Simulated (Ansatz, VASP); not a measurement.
# TiC in VASP and in Ansatz

Contents of INCAR:

```
SYSTEM = TiC
ALGO = Normal
EDIFF = 1E-6
ENCUT = 520
GGA = PS
ISIF = 2
ISMEAR = -1
LASPH = .True.
LCHARG = .True.
LELF = .True.
LREAL = .False.
LVHAR = .True.
LWAVE = .False.
NBANDS = 15
NELM = 80
PREC = Accurate
SIGMA = 0.03
```

File KPOINTS:

```
k-points
0
Gamma
  16 16 16
  0 0 0
```

The input POSCAR:

```
TiC
1.0
    0.0000000000      2.1202001280      2.1202001280
    2.1202001280      0.0000000000      2.1202001280
    2.1202001280      2.1202001280      0.0000000000
Ti C
1 1
Direct
    0.0000000000      0.0000000000      0.0000000000
    0.5000000000      0.5000000000      0.5000000000
```

Input for Ansatz:

```yaml
crystal:
  lattice:
    - [0.0, 2.120200128, 2.120200128]
    - [2.120200128, 0.0, 2.120200128]
    - [2.120200128, 2.120200128, 0.0]
  atoms:
    - { symbol: Ti, position: [0.0, 0.0, 0.0] }
    - { symbol: C, position: [0.5, 0.5, 0.5] }
kpoints:
  mp_grid: { grid: [16, 16, 16] }
scf:
  occupations: { method: fermi_dirac, width: 0.03 }
hamiltonian:
  xc: pbesol
  pseudopotentials: { kind: all_electron, lapw: { basis_error: 0.001 } }
output:
  forces: true
  stress: true
  eigenvalues: true
```

Change from the starting cell: volume scaled by 0.9405.

Alike in both runs: task single point; functional PBEsol; k mesh 16 × 16 × 16; occupations fermi-dirac, width 0.03 eV; no spin polarisation.

```csv
,VASP,Ansatz
version,VASP 6.6.1,Ansatz 0.2.0
potentials or method,"VASP PAW PBE potentials, release 64 (Ti_sv, C), cutoff 520 eV","all-electron LAPW, scalar-relativistic"
```

|  | VASP | Ansatz | Ansatz less VASP |
| --- | --- | --- | --- |
| pressure (GPa) | 10.7 | 10.7 | -0.08 |

VASP's potentials were made for PBE, not for PBEsol. Ansatz ran all-electron here, and VASP with PAW potentials.
